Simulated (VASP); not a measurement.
Write the native input for VASP 6.6.1 that does the following.

- Task: single point
- Functional: PBEsol
- Potentials or basis: VASP PAW PBE potentials, release 64 (F_h)
- Cutoff: 1350 eV
- k mesh: 6 × 6 × 4
- Occupations: gaussian, width 0.05 eV
- Spin: no spin polarisation
- Dipole correction: no
- Further INCAR settings: ALGO = Normal; EDIFF = 1e-06; NBANDS = 22

The structure of F lies in POSCAR:

```
F
1.0
    3.5401180000     -2.0919010000      0.0000000000
    3.5401180000      2.0919010000      0.0000000000
    0.0000000000      0.0000000000      6.3757260000
F
4
Direct
    0.9125420000      0.0874580000      0.0960130000
    0.5874580000      0.4125420000      0.5960130000
    0.4125420000      0.5874580000      0.4039870000
    0.0874580000      0.9125420000      0.9039870000
```

The input as run:

INCAR

```
SYSTEM = F
  PREC = Accurate
  ENCUT = 1350
  EDIFF = 1E-6
  ISMEAR = 0
  SIGMA = 0.05
  LREAL = .False.
  LASPH = .True.
  NELM = 120
  ALGO = Normal
  ISIF = 2
  LWAVE = .False.
  LCHARG = .False.
  GGA = PS
  NBANDS = 22
  GGA_COMPAT = .False.
```

KPOINTS

```
Automatic mesh
0
Gamma
  6 6 4
  0 0 0
```

Potentials or basis: VASP PAW PBE potentials, release 64 (F_h).

Launch:

```sh
$ cat potpaw_PBE.64/F_h/POTCAR > POTCAR
$ mpirun -np 1 vasp_std > vasp.out
```

It gave:

- Pressure: -1.8 GPa
- Largest force: 0.835 eV/Å
- Band gap on the k mesh: 3.09 eV

Caveat: the PAW data sets were made with another functional, which shifts forces and pressure a little.

Run time: 3.3 min on 1 thread of AMD EPYC 7R13 Processor (Zen 3), with other jobs on the host, peak memory 0.57 GiB.
